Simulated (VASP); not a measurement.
Tc, 1 atom in the cell. The structure is cubic, space group Fm-3m (No. 225). Conventional cell: a = 4.201 Å, b = 4.201 Å, c = 4.201 Å, α = 90.00°, β = 90.00°, γ = 90.00°. Within 3.9 Å of Tc (site symmetry m-3m) lie 12 Tc at 2.97 Å. This isn't the form of Tc at room conditions, which is hcp.

* Program: VASP 6.6.1
* Task: single point
* Functional: PBEsol
* Potentials or basis: VASP PAW PBE potentials, release 64 (Tc_pv)
* Cutoff: 500 eV
* k mesh: 12 × 12 × 12
* Occupations: gaussian, width 0.05 eV
* Spin: no spin polarisation
* Dipole correction: no
* Further INCAR settings: ALGO = Normal; EDIFF = 1e-06; NBANDS = 12

Potentials or basis: VASP PAW PBE potentials, release 64 (Tc_pv).

Run with:

```console
$ cat potpaw_PBE.64/Tc_pv/POTCAR > POTCAR
$ mpirun -np 1 vasp_std > vasp.out
```

Hardware: 1 thread of Intel(R) Xeon(R) Platinum 8259CL CPU @ 2.50GHz (Skylake/Cascade Lake) (shared host).

**Question.** Estimate the wall time of this run.

**Answer.** It took 10 s on 1 thread of Intel(R) Xeon(R) Platinum 8259CL CPU @ 2.50GHz (Skylake/Cascade Lake) (shared host), peak memory 0.15 GiB. Counts: scf iterations 11, k points 72.
